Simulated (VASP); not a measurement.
# Si6SnO16 (a cell with a defect) in VASP: a series of runs

Si6SnO16 (a cell with a defect) is run at these levels: PBE; tasks: single point.

Program: VASP 6.6.1. These are calculated values, not measurements. Logs are shortened: lines on timing, memory, paths and dates and some standing lists are left out, and cuts for length are marked.

**1. The cell of the first run**

The cell holds a defect, 23 atoms: a = 5.910 Å, b = 5.910 Å, c = 5.330 Å, α = 90.00°, β = 90.00°, γ = 90.00°.

**2. Single point, PBE**

INCAR reads:

```
SYSTEM = Si6SnO16
PREC = Accurate
ENCUT = 520
EDIFF = 1E-7
ISMEAR = 0
SIGMA = 0.05
LREAL = Auto
LASPH = .TRUE.
NELM = 80
ALGO = Normal
ISIF = 2
LWAVE = .FALSE.
LCHARG = .FALSE.
GGA = PE
NBANDS = 84
```

KPOINTS reads:

```
Automatic mesh
0
G
  2 2 2
  0 0 0
```

POSCAR reads:

```
Si6SnO16
1.0
   -4.1790000000     -4.1790000000      0.0000000000
    4.1790000000     -4.1790000000      0.0000000000
    0.0000000000      0.0000000000      5.3298000000
Si O Sn
6 16 1
Direct
    0.5000000000      0.5000000000      0.0046133063
    0.0000000000      0.5000000000      0.2500000000
    0.5000000000      0.5000000000      0.4953866937
    0.0000000000      0.5000000000      0.7500000000
    0.0000000000      0.0000000000      0.0041618822
    0.0000000000      0.0000000000      0.4958381178
    0.1932502991      0.5000000000     -0.0002988855
    0.0000000000      0.2024388610      0.2500000000
    0.8067497009      0.5000000000     -0.0002988855
    0.0000000000      0.7975611390      0.2500000000
    0.1932502991      0.5000000000      0.5002988855
    0.0000000000      0.1964412539      0.7500000000
    0.8067497009      0.5000000000      0.5002988855
    0.0000000000      0.8035587461      0.7500000000
    0.7190641302      0.0000000000      0.0296262524
    0.5000000000      0.6865817181      0.2500000000
    0.2809358698      0.0000000000      0.0296262524
    0.5000000000      0.3134182819      0.2500000000
    0.7190641302      0.0000000000      0.4703737476
    0.5000000000      0.6772615458      0.7500000000
    0.2809358698      0.0000000000      0.4703737476
    0.5000000000      0.3227384542      0.7500000000
    0.5000000000      0.0000000000     -0.2500000000
```

Potentials or basis: VASP PAW PBE potentials, release 64 (Si, O, Sn_d).

The run is started by

```bash
cat potpaw_PBE.64/Si/POTCAR potpaw_PBE.64/O/POTCAR potpaw_PBE.64/Sn_d/POTCAR > POTCAR
mpirun -np 1 vasp_std > vasp.out
```

OUTCAR:

```text
SYSTEM = Si6SnO16
   PREC = Accurate
   ENCUT = 520
   EDIFF = 1E-7
   ISMEAR = 0
   LREAL = Auto
   LASPH = .TRUE.
   NELM = 80
   ISIF = 2
   GGA = PE

 ion  position               nearest neighbor table
   1  0.500  0.500  0.005-  16 1.71  18 1.71  20 1.71  22 1.71   7 1.81   9 1.81   3 2.62   3 2.71
                            23 3.25  23 3.25
   2  0.000  0.500  0.250-   7 1.76   9 1.76  11 1.76  13 1.76   8 1.76  10 1.76   4 2.66   4 2.66

   3  0.500  0.500  0.495-  16 1.71  18 1.71  20 1.71  22 1.71  11 1.81  13 1.81   1 2.62   1 2.71
                            23 3.25  23 3.25
   4  0.000  0.500  0.750-   7 1.75   9 1.75  11 1.75  13 1.75  12 1.79  14 1.79   2 2.66   2 2.66
[... 7 lines left out ...]
   9  0.807  0.500  1.000-   4 1.75   2 1.76   1 1.81
  10  0.000  0.798  0.250-   2 1.76   5 1.77   6 1.77
  11  0.193  0.500  0.500-   4 1.75   2 1.76   3 1.81
  12  0.000  0.196  0.750-   5 1.78   6 1.78   4 1.79
  13  0.807  0.500  0.500-   4 1.75   2 1.76   3 1.81
  14  0.000  0.804  0.750-   5 1.78   6 1.78   4 1.79
  15  0.719  0.000  0.030-   5 1.67  23 1.97
  16  0.500  0.687  0.250-   1 1.71   3 1.71
  17  0.281  0.000  0.030-   5 1.67  23 1.97
  18  0.500  0.313  0.250-   1 1.71   3 1.71
  19  0.719  0.000  0.470-   6 1.67  23 1.97
  20  0.500  0.677  0.750-   1 1.71   3 1.71  23 1.91
  21  0.281  0.000  0.470-   6 1.67  23 1.97
  22  0.500  0.323  0.750-   1 1.71   3 1.71  23 1.91
  23  0.500  0.000  0.750-  20 1.91  22 1.91  19 1.97  15 1.97  21 1.97  17 1.97   5 3.25   6 3.25
                             5 3.25   6 3.25   1 3.25   3 3.25   1 3.25   3 3.25

  LATTYP: Found a simple tetragonal cell.
 ALAT       =     5.9099984772
 C/A-ratio  =     0.9018276435

  Lattice vectors:

 A1 = (  -4.1790000000,  -4.1790000000,   0.0000000000)
 A2 = (   4.1790000000,  -4.1790000000,   0.0000000000)
 A3 = (   0.0000000000,   0.0000000000,   5.3298000000)

Analysis of symmetry for initial positions (statically):
=====================================================================
 Subroutine PRICEL returns:
 Original cell was already a primitive cell.

 Routine SETGRP: Setting up the symmetry group for a
 simple tetragonal supercell.

 Subroutine GETGRP returns: Found  8 space group operations
 (whereof  4 operations were pure point group operations)
 out of a pool of 16 trial point group operations.

The static configuration has the point symmetry C_2v.
 The point group associated with its full space group is D_2h.

Analysis of symmetry for dynamics (positions and initial velocities):
[... 144 lines left out ...]
   ISYM   =      2    0-nonsym 1-usesym 2-fastsym
   POTIM  = 0.5000    time-step for ionic-motion
   TEBEG  =    0.0;   TEEND  =   0.0 temperature during run
   PSTRESS=    0.0 pullay stress
   NELECT =     134.0000    total number of electrons
   NUPDOWN=      -1.0000    fix difference up-down
   EMIN   =  10.00;   EMAX   =-10.00  energy-range for DOS
   EFERMI =   0.00;   METHOD = LEGACY
   ISMEAR =     0;   SIGMA  =   0.05  broadening in eV -4-tet -1-fermi 0-gaus
   EFERMI_NEDOS =   21; number of points for ismear=-14 and -15
   IALGO  =     38    algorithm
   IMIX   =      4    mixing-type and parameters
     AMIX     =   0.40;   BMIX     =  1.00
     AMIX_MAG =   1.60;   BMIX_MAG =  1.00
  volume/ion in A,a.u.               =       8.09        54.62
  Fermi-wavevector in a.u.,A,eV,Ry     =   1.467173  2.772554 29.287840  2.152595
  Thomas-Fermi vector in A             =   2.582822
   LORBIT       =      0    0 simple, 1 ext, 2 COOP (PROOUT), +10 PAW based schemes
   GGA     = PE    functional components
   LHFCALC =     F    Hartree Fock is set to
   AEXX    =    0.0000 exact exchange contribution
   IVDW    =     0    specifies the selected vdW correction
   LEPSILON=     F    determine dielectric tensor
   LRPA    =     F    only Hartree local field effects (RPA)
 non-spin polarized calculation
 Gauss-broadening in eV      SIGMA  =   0.05
  energy-cutoff  :      520.00
  volume of cell :      186.16
 maximum number of plane-waves:      5032
 NGX is ok and might be reduce to    48
   NGX = 21   NGY = 21   NGZ = 19

 number of electron     133.9999920 magnetization

 Free energy of the ion-electron system (eV)
  ---------------------------------------------------
  ext. energy  EPLUGINS =         0.00000000
  ---------------------------------------------------
  free energy    TOTEN  =      -158.23761556 eV

  energy without entropy =     -158.21579650  energy(sigma->0) =     -158.22670603

 E-fermi :   7.0499     XC(G=0): -12.1812

 val. band max:        7.0492906673   @ k =   0.0000   0.0000   0.0000
 cond. band min:       7.0675168923   @ k =   0.5000   0.5000   0.5000
 fundamental gap:      0.0182262251
 Fermi energy:         7.0499397550

 k-point     1 :       0.0000    0.0000    0.0000
  band No.  band energies     occupation
      1     -15.0746      2.00000
      2     -14.3748      2.00000
      3     -13.3829      2.00000
      4     -12.8884      2.00000
      5     -12.5049      2.00000
      6     -12.3999      2.00000
[... 645 lines left out ...]
     78      18.2873      0.00000
     79      18.5788      0.00000
 [bands above 79 left out]

------------------------ aborting loop because EDIFF is reached ----------------------------------------

  FORCE on cell =-STRESS in cart. coord.  units (eV):
  Direction    XX          YY          ZZ          XY          YZ          ZX
  --------------------------------------------------------------------------------------
  -------------------------------------------------------------------------------------
  Total       39.5176472     39.5176472     28.7184309     -3.3509356      0.0000000      0.0000000
  in kB      340.1073455    340.1073455    247.1642417    -28.8397182      0.0000000      0.0000000
  external PRESSURE =     309.1263109 kB  Pullay stress =       0.0000000 kB

 VOLUME and BASIS-vectors are now :
 -----------------------------------------------------------------------------
  energy-cutoff  :      520.00
  volume of cell :      186.16
      direct lattice vectors                 reciprocal lattice vectors
    -4.179000000 -4.179000000  0.000000000    -0.119645848 -0.119645848  0.000000000
     4.179000000 -4.179000000  0.000000000     0.119645848 -0.119645848  0.000000000
     0.000000000  0.000000000  5.329800000     0.000000000  0.000000000  0.187624301

 POSITION                                       TOTAL-FORCE (eV/Angst)
 -----------------------------------------------------------------------------------
      0.00000     -4.17900      0.02459        -0.000000     -0.000000     -0.052368
      2.08950     -2.08950      1.33245         0.000000     -0.000000      0.000000
      0.00000     -4.17900      2.64031        -0.000000     -0.000000      0.052368
      2.08950     -2.08950      3.99735        -0.000000     -0.000000      0.000000
      0.00000      0.00000      0.02218        -0.000000     -0.000000      0.018881
      0.00000      0.00000      2.64272        -0.000000     -0.000000     -0.018881
[... 15 lines left out ...]
     -0.74078     -3.43822      3.99735         0.019658     -0.019658      0.000000
     -2.08950     -2.08950      3.99735         0.000000     -0.000000     -0.000000
 -----------------------------------------------------------------------------------
    total drift:                               -0.000000     -0.000000     -0.000000

  FREE ENERGIE OF THE ION-ELECTRON SYSTEM (eV)
  ---------------------------------------------------
  free  energy   TOTEN  =      -158.2376155635 eV

  energy  without entropy=     -158.2157964998  energy(sigma->0) =     -158.22670603
```

stdout:

```text
POSCAR found type information on POSCAR SiO Sn
 POSCAR found :  3 types and      23 ions
 scaLAPACK will be used
 LDA part: xc-table for (Slater+PW92), standard interpolation
 POSCAR, INCAR and KPOINTS ok, starting setup
 FFT: planning ... GRIDC
 FFT: planning ... GRID_SOFT
 FFT: planning ... GRID
 WAVECAR not read
 entering main loop
```

It took 6 min on 1 thread of Intel Xeon Platinum 8259CL at 2.50GHz (Skylake/Cascade Lake), shared host; peak memory 0.32 GiB.

Results:

```yaml
Free_energy: -158.2376 eV
Pressure: 30.9 GPa
Largest_force: 0.052 eV/Å
Band_gap_on_the_k_mesh: zero (band 67 reaches 7.08 eV, above the bottom of band 68 at 6.93 eV)
```

Forces in eV/Å, atoms in the order of the input:
```
Si   0.000  0.000 -0.052
Si   0.000  0.000  0.000
Si   0.000  0.000  0.052
Si   0.000  0.000  0.000
Si   0.000  0.000  0.019
Si   0.000  0.000 -0.019
O   -0.008 -0.008  0.016
O    0.006 -0.006  0.000
O    0.008  0.008  0.016
O   -0.006  0.006  0.000
O   -0.008 -0.008 -0.016
O    0.002 -0.002  0.000
O    0.008  0.008 -0.016
O   -0.002  0.002  0.000
O    0.004  0.004  0.044
O    0.030 -0.030  0.000
O   -0.004 -0.004  0.044
O   -0.030  0.030  0.000
O    0.004  0.004 -0.044
O   -0.020  0.020  0.000
O   -0.004 -0.004 -0.044
O    0.020 -0.020  0.000
Sn   0.000  0.000  0.000
```

Caveat: the k points lie up to 0.59 Å⁻¹ apart; spin-orbit coupling is left out, which moves the levels of the heavy elements.

**3. Single point, PBE**

INCAR reads:

```
ALGO     = Normal         # electronic algorithm
EDIFF    = 1E-6           # SCF threshold, eV
ENCUT    = 520            # plane-wave cutoff, eV
GGA      = PE             # functional
ISIF     = 2              # what is computed and relaxed
ISMEAR   = 0              # smearing method
LASPH    = T              # aspherical terms in the spheres
LCHARG   = F              # write CHGCAR
LREAL    = Auto         
LWAVE    = F              # write WAVECAR
NBANDS   = 84             # bands
NELM     = 60             # most SCF steps
PREC     = Accurate       # precision mode
SIGMA    = 0.05           # smearing width, eV
```

KPOINTS reads:

```
k-points
0
Gamma
  2 2 2
```

POSCAR reads:

```
Si6SnO16
1.0
   -4.1790000000     -4.1790000000      0.0000000000
    4.1790000000     -4.1790000000      0.0000000000
    0.0000000000      0.0000000000      5.3298000000
Si O Sn
6 16 1
Direct
    0.5002426418      0.5005343384     -0.0031519006
    0.0001204834      0.5004198373      0.2514090585
    0.5002164393      0.5004901890      0.5060308079
    0.0001698971      0.5004182819      0.7514704116
    0.0001752812      0.0003860972     -0.0026794626
    0.0002008854      0.0005330223      0.5055647491
    0.1934371859      0.5004060780      0.0016098165
   -0.0000105288      0.1969076334      0.2514004278
    0.8069990428      0.5006357980      0.0015936808
    0.0002662120      0.8040084949      0.2514938647
    0.1933549892      0.5003047380      0.5012784720
    0.0000106485      0.2028646805      0.7515298886
    0.8069897105      0.5005357741      0.5012692784
    0.0004089495      0.7980478583      0.7513062404
    0.7192645370     -0.0000675999     -0.0282678525
    0.4999753530      0.6778155061      0.2514876731
    0.2810670017      0.0005805217     -0.0281186911
    0.5003706628      0.3232749462      0.2514572779
    0.7192622637      0.0002390524      0.5311189913
    0.5001514716      0.6870397224      0.7513850426
    0.2811128260      0.0009039244      0.5310319337
    0.5002037569      0.3139000957      0.7514904874
    0.5002251735      0.0005647284      0.2514332620
```

Potentials or basis: VASP PAW PBE potentials, release 64 (Si, O, Sn_d).

The run is started by

```bash
cat potpaw_PBE.64/Si/POTCAR potpaw_PBE.64/O/POTCAR potpaw_PBE.64/Sn_d/POTCAR > POTCAR
mpirun -np 1 vasp_std > vasp.out
```

Run time: 7.5 min. Hardware: 1 thread of Intel Xeon Platinum 8259CL at 2.50GHz (Skylake/Cascade Lake), shared host; peak memory 0.32 GiB.

Results (log left out):

```yaml
Free_energy: -158.2376 eV
Pressure: 30.9 GPa
Largest_force: 0.049 eV/Å
Band_gap_on_the_k_mesh: zero (band 67 reaches 7.08 eV, above the bottom of band 68 at 6.94 eV)
```

Forces in eV/Å, atoms in the order of the input:
```
Si   0.009  0.004  0.048
Si  -0.007 -0.016  0.012
Si   0.005  0.005 -0.041
Si  -0.003 -0.012 -0.006
Si   0.004  0.003 -0.031
Si   0.002  0.007  0.029
O   -0.007 -0.006  0.005
O    0.005  0.001 -0.001
O    0.015  0.021  0.006
O   -0.006 -0.002 -0.001
O   -0.016 -0.018 -0.007
O    0.007 -0.007 -0.002
O    0.018  0.021 -0.002
O   -0.008  0.010  0.007
O    0.017  0.004 -0.034
O   -0.029  0.024 -0.003
O   -0.011 -0.013 -0.043
O    0.018 -0.023 -0.006
O    0.010  0.005  0.032
O    0.033 -0.035  0.006
O   -0.014 -0.004  0.040
O   -0.032  0.028 -0.003
Sn  -0.007  0.001 -0.003
```

Stress tensor (GPa, compression positive):
```
34.04 -2.89  0.01
-2.89 34.02 -0.01
 0.01 -0.01 24.71
```

Levels at points of the mesh, in eV from the Fermi level:
| k point | band 65 | band 66 | band 67 | band 68 | band 69 | band 70 |
| --- | --- | --- | --- | --- | --- | --- |
| (0.00, 0.00, 0.00) | -0.25 | -0.08 | 0.00 | 0.24 | 0.69 | 6.22 |
| (0.50, 0.00, 0.00) | -0.58 | -0.55 | -0.25 | 0.39 | 0.45 | 6.85 |
| (0.00, 0.50, 0.00) | -0.19 | -0.19 | -0.11 | 0.00 | 0.13 | 7.47 |
| (0.50, 0.50, 0.00) | -0.25 | -0.22 | 0.03 | 0.14 | 0.43 | 7.59 |
| (0.00, 0.00, 0.50) | -0.40 | -0.24 | -0.07 | 0.09 | 0.19 | 7.25 |
| (0.50, 0.00, 0.50) | -0.41 | -0.31 | -0.22 | -0.02 | 0.27 | 7.27 |
| (0.00, 0.50, 0.50) | -0.17 | -0.01 | 0.03 | 0.12 | 0.13 | 7.87 |
| (0.50, 0.50, 0.50) | -0.50 | -0.49 | -0.18 | -0.11 | 0.02 | 8.08 |

Caveat: the k points lie up to 0.59 Å⁻¹ apart; spin-orbit coupling is left out, which moves the levels of the heavy elements.

[end of part 1 of 2]
